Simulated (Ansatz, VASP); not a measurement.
## GaN in VASP and in Ansatz

```
Ga N
1.0
     0.00000    2.24895    2.24895
     2.24895    0.00000    2.24895
     2.24895    2.24895    0.00000
Ga N
1 1
Direct
  0.00000 0.00000 0.00000
  0.75000 0.75000 0.75000
```

Alike in both runs: task single point; functional r2SCANh; k mesh 6 × 6 × 6; no spin polarisation.

|  | VASP | Ansatz |
| --- | --- | --- |
| version | VASP 6.6.1 | Ansatz 0.2.0 |
| potentials or method | VASP PAW PBE potentials, release 64 (Ga_d, N) | plane waves, PAW |
| plane-wave cutoff (eV) | 520 | 500 |
| occupations | gaussian, width 0.01 eV | fixed |
| valence electrons in the cell | 18 | 18 |

VASP gave:

- gap on the k mesh at the Fermi level (eV): 2.89
- pressure (GPa): -0.5

Estimate Ansatz's values.

gap on the k mesh at the Fermi level (eV): 2.88; pressure (GPa): -1.5.

VASP's potentials were made for PBE, not for r2SCANh. Ansatz's warnings: stress exchange threshold loose, stress scf threshold loose.
